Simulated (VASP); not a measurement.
BaTiO3:

```
Ba Ti O
1.0
     3.96796    0.00000    0.00000
     0.00000    3.96796    0.00000
     0.00000    0.00000    3.98602
Ba Ti O
1 1 3
Direct
  0.00000 0.00000 0.00000
  0.50000 0.50000 0.48200
  0.50000 0.50000 0.01600
  0.50000 0.00000 0.51500
  0.00000 0.50000 0.51500
```

Base run:

| Property | Result |
| --- | --- |
| Program | VASP 6.6.1 |
| Functional | r2SCAN |
| Potentials or basis | VASP PAW PBE potentials, release 64 (Ba_sv, Ti_sv, O) |
| Cutoff | 660 eV |
| k mesh | 5 × 5 × 5 |
| Occupations | fermi-dirac, width 0.1 eV |
| Spin | no spin polarisation |

Its results: band gap on the k mesh 2.40 eV (least direct gap 2.55 eV); pressure 5.9 GPa; largest force 0.254 eV/Å.

**Question.** The run is repeated on the same cell with these changes: functional from r2SCAN to LDA; potentials or basis from VASP PAW PBE potentials, release 64 (Ba_sv, Ti_sv, O) to VASP PAW LDA potentials, release 64 (Ba_sv, Ti_sv, O); cutoff from 660 eV to 600 eV. What comes out?

**Answer.** Band gap on the k mesh 1.91 eV (least direct gap 2.04 eV); pressure -2.3 GPa; largest force 0.238 eV/Å.

Caveats: spin-orbit coupling is left out, which moves the levels of the heavy elements; an odd mesh through Γ misses points on the zone boundary, where band edges can lie; the cell stands under pressure (at least some runs); the PAW data sets were made with another functional, which shifts forces and pressure a little (at least some runs).
